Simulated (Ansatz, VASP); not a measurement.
## One calculation of Te3Pb, two programs

File INCAR:

```
SYSTEM = Te3Pb
PREC = Accurate
ENCUT = 520
EDIFF = 1E-7
ISMEAR = 0
SIGMA = 0.1
LREAL = .False.
LASPH = .True.
NELM = 60
ALGO = Normal
ISIF = 2
LWAVE = .False.
LCHARG = .False.
GGA = PE
NBANDS = 42
```

The input KPOINTS:

```
Automatic mesh
0
Gamma
  3 3 4
  0 0 0
```

The input POSCAR:

```
Te3Pb
1.0
    7.1721688400      0.0000000000      0.0000000000
   -3.5860844200      6.2112804200      0.0000000000
    0.0000000000      0.0000000000      5.6277590400
Te Pb
6 2
Direct
    0.1697297200      0.3394594500      0.2500000000
    0.6605405500      0.8302702800      0.2500000000
    0.1697297200      0.8302702800      0.2500000000
    0.8302702800      0.6605405500      0.7500000000
    0.3394594500      0.1697297200      0.7500000000
    0.8302702800      0.1697297200      0.7500000000
    0.3333333300      0.6666666700      0.7500000000
    0.6666666700      0.3333333300      0.2500000000
```

Input for Ansatz:

```yaml
crystal:
  lattice:
    - [7.17216884, 0.0, 0.0]
    - [-3.58608442, 6.21128042, 0.0]
    - [0.0, 0.0, 5.62775904]
  atoms:
    - { symbol: Te, position: [0.16972972, 0.33945945, 0.25] }
    - { symbol: Te, position: [0.66054055, 0.83027028, 0.25] }
    - { symbol: Te, position: [0.16972972, 0.83027028, 0.25] }
    - { symbol: Te, position: [0.83027028, 0.66054055, 0.75] }
    - { symbol: Te, position: [0.33945945, 0.16972972, 0.75] }
    - { symbol: Te, position: [0.83027028, 0.16972972, 0.75] }
    - { symbol: Pb, position: [0.33333333, 0.66666667, 0.75] }
    - { symbol: Pb, position: [0.66666667, 0.33333333, 0.25] }
basis:
  ecutwfc: 420
kpoints:
  mp_grid: { grid: [3, 3, 4] }
hamiltonian:
  xc: pbe
scf:
  occupations: { method: gaussian, width: 0.1 }
  lower_state_search: "off"
output:
  forces: true
  stress: true
  eigenvalues: true
```

Change from the starting cell: species swapped into the Zn3Cu type (P6_3/mmc, No. 194).

Alike in both runs: task single point; functional PBE; k mesh 3 × 3 × 4; occupations gaussian, width 0.1 eV; no spin polarisation.

|  | VASP | Ansatz |
| --- | --- | --- |
| version | VASP 6.6.1 | Ansatz 0.2.0 |
| potentials or method | VASP PAW PBE potentials, release 64 (Te, Pb_d), cutoff 520 eV | scalar-relativistic, plane waves, PAW |
| valence electrons in the cell | 64 | 124 |

Ansatz gave:

| Property | Result |
| --- | --- |
| gap on the k mesh at the Fermi level (eV) | none |
| pressure (GPa) | -2.0 |
| traceless stress, the component that is largest in VASP (GPa) | -0.57 |
| rms of the force components (eV/Å) | 0.079 |

Estimate VASP's values.

gap on the k mesh at the Fermi level (eV): none; pressure (GPa): -2.0; traceless stress, the component that is largest in VASP (GPa): -0.58; rms of the force components (eV/Å): 0.079.

Atom by atom the forces differ by 0.001 eV/Å (rms over components). A gap of «none» marks a metal or a gap that the smearing closes. VASP's potentials hold 64 valence electrons a cell and Ansatz's 124, so a difference there can come from the potentials and not from the codes.

Neither program's run includes spin-orbit coupling.
